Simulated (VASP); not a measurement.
Input of a VASP 6.6.1 run:

File POSCAR:

```
PtSe
1.0
    0.0000000000      3.0374472300      3.0374472300
    3.0374472300      0.0000000000      3.0374472300
    3.0374472300      3.0374472300      0.0000000000
Pt Se
1 1
Direct
    0.0000000000      0.0000000000      0.0000000000
    0.2500000000      0.2500000000      0.2500000000
```

Contents of INCAR.step1:

```
SYSTEM = PtSe
ALGO     = Normal         ! electronic algorithm
EDIFF    = 1E-4           ! SCF threshold, eV
ENCUT    = 520            ! plane-wave cutoff, eV
GGA      = PE             ! functional
ISMEAR   = -1             ! smearing method
LASPH    = .True.         ! aspherical terms in the spheres
LCHARG   = .False.        ! write CHGCAR
LDAU     = .True.         ! DFT+U
LDAUJ    = 0 0          
LDAUL    = 2 -1           ! shell
LDAUTYPE = 2            
LDAUU    = 4 0            ! U, eV
LMAXMIX  = 4              ! l up to which the mixer works
LREAL    = .False.        ! projectors in reciprocal space
LWAVE    = .True.         ! write WAVECAR
NBANDS   = 15             ! bands
NELM     = 150            ! most SCF steps
PREC     = Accurate       ! precision mode
SIGMA    = 0.05           ! smearing width, eV
```

File INCAR.step2:

```
SYSTEM = PtSe
ALGO     = Normal         ! electronic algorithm
EDIFF    = 1E-6           ! SCF threshold, eV
ENCUT    = 520            ! plane-wave cutoff, eV
ISIF     = 2              ! what is computed and relaxed
ISMEAR   = -1             ! smearing method
ISTART   = 1            
LASPH    = .True.         ! aspherical terms in the spheres
LCHARG   = .True.         ! write CHGCAR
LDAU     = .True.         ! DFT+U
LDAUJ    = 0 0          
LDAUL    = 2 -1           ! shell
LDAUPRINT= 1            
LDAUTYPE = 2            
LDAUU    = 4 0            ! U, eV
LELF     = .True.         ! ELF
LMAXMIX  = 4              ! l up to which the mixer works
LMIXTAU  = .True.       
LREAL    = .False.        ! projectors in reciprocal space
LVHAR    = .True.       
LWAVE    = .False.        ! write WAVECAR
METAGGA  = R2SCAN         ! meta-GGA
NBANDS   = 15             ! bands
NELM     = 150            ! most SCF steps
PREC     = Accurate       ! precision mode
SIGMA    = 0.05           ! smearing width, eV
```

The input KPOINTS:

```
k-points
0
Gamma
  8 8 8
  0 0 0
```

Potentials or basis: VASP PAW PBE potentials, release 64 (Pt, Se).

Command:

```sh
$ cat potpaw_PBE.64/Pt/POTCAR potpaw_PBE.64/Se/POTCAR > POTCAR
$ cp INCAR.step1 INCAR
$ mpirun -np 1 vasp_std > vasp.out
$ cp INCAR.step2 INCAR
$ mpirun -np 1 vasp_std > vasp.out
```

Problem. What does it give for the band gap on the k mesh?

Solution. Zero (bands 8 and 9 overlap by 2.68 eV).

Problem. Estimate the pressure.

Solution. -14.4 GPa.

Eigenvalues of the final occupation matrices:
```tsv
site	spin	trace	eigenvalues
site 1 d	1	4.23	0.81 0.81 0.81 0.90 0.90
site 1 d	2	4.23	0.81 0.81 0.81 0.90 0.90
```

Caveat: the cell stands under tension; the PAW data sets were made with another functional, which shifts forces and pressure a little; spin-orbit coupling is left out, which moves the levels of the heavy elements; U without spin polarisation on a metal has little footing.
